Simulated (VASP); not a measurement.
Set up this calculation in VASP 6.6.1, as the native input.

- Task: single point
- Functional: LDA
- Potentials or basis: VASP PAW LDA potentials, release 64 (B, N)
- Cutoff: 520 eV
- k mesh: 10 × 10 × 2
- Occupations: gaussian, width 0.05 eV
- Spin: no spin polarisation
- Dipole correction: no
- Further INCAR settings: ALGO = Normal; EDIFF = 1e-07; NBANDS = 36

The structure of BN lies in POSCAR:

```
BN
1.0
   -2.5539396017      0.0000000000      0.0000000000
    1.2769698009     -2.2117765748      0.0000000000
    0.0000000000      0.0000000000     12.3805650000
B N
6 6
Direct
    0.3333333333      0.6666666667      0.2345913547
    0.3333333333      0.6666666667      0.5760018638
    0.3333333333      0.6666666667      0.9174123729
    0.6666666667      0.3333333333      0.0638861001
    0.6666666667      0.3333333333      0.4052966092
    0.6666666667      0.3333333333      0.7467071184
    0.3333333333      0.6666666667      0.1067508724
    0.3333333333      0.6666666667      0.4481613815
    0.3333333333      0.6666666667      0.7895718906
    0.6666666667      0.3333333333      0.9602771452
    0.6666666667      0.3333333333      0.2774561269
    0.6666666667      0.3333333333      0.6188666361
```

One way to write it, as run:

INCAR

```
SYSTEM = BN
PREC = Accurate
ENCUT = 520
EDIFF = 1E-7
ISMEAR = 0
SIGMA = 0.05
LREAL = .False.
LASPH = .True.
NELM = 80
ALGO = Normal
ISIF = 2
LWAVE = .False.
LCHARG = .True.
LELF = .True.
LVHAR = .True.
NBANDS = 36
```

KPOINTS

```
Automatic mesh
0
Gamma
  10 10 2
  0 0 0
```

Potentials or basis: VASP PAW LDA potentials, release 64 (B, N).

The run is started by

```bash
$ cat potpaw_LDA.64/B/POTCAR potpaw_LDA.64/N/POTCAR > POTCAR
$ mpirun -np 1 vasp_std > vasp.out
```

It gave:

```json
{"Pressure": "2.6 GPa", "Largest force": "11.936 eV/Å", "Band gap on the k mesh": "4.66 eV, indirect (least direct gap 7.23 eV)"}
```

Caveat: forces of over 1 eV/Å act on the atoms, so gaps and moduli don't describe the material at rest.

Run time: 51 s on 1 thread of AMD EPYC 9R45 96-Core Processor (Zen 5) (shared host), peak memory 0.15 GiB.
